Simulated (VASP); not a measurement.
The system is AlNi.

```
Ni Al
1.0
     2.34580   -1.42203    0.00000
     2.34580    1.42203    0.00000
    -1.38305    0.00000    3.95695
Ni Al
1 1
Direct
  0.50000 0.50000 0.50000
  0.00000 0.00000 0.00000
```

Program: VASP 6.6.1. Alike in all runs: task single point; spin collinear, ferromagnetic start; cell as given; k mesh 11 × 11 × 7; cutoff (eV) 520; smearing fermi-dirac 0.05 eV.

Task: Order these runs on this cell by their pressure, lowest first.
A. level PBEsol; potentials or basis VASP PAW PBE potentials, release 64 (Ni, Al)
B. level PBE; potentials or basis VASP PAW PBE potentials, release 64 (Ni, Al)
C. level LDA; potentials or basis VASP PAW LDA potentials, release 64 (Ni, Al)

Result: C (-14.1 GPa), A (-10.3 GPa), B (-5.3 GPa).

Caveats: the cell stands under tension; the moments typed at the start vanished in this run; the PAW data sets were made with another functional, which shifts forces and pressure a little (at least some runs).
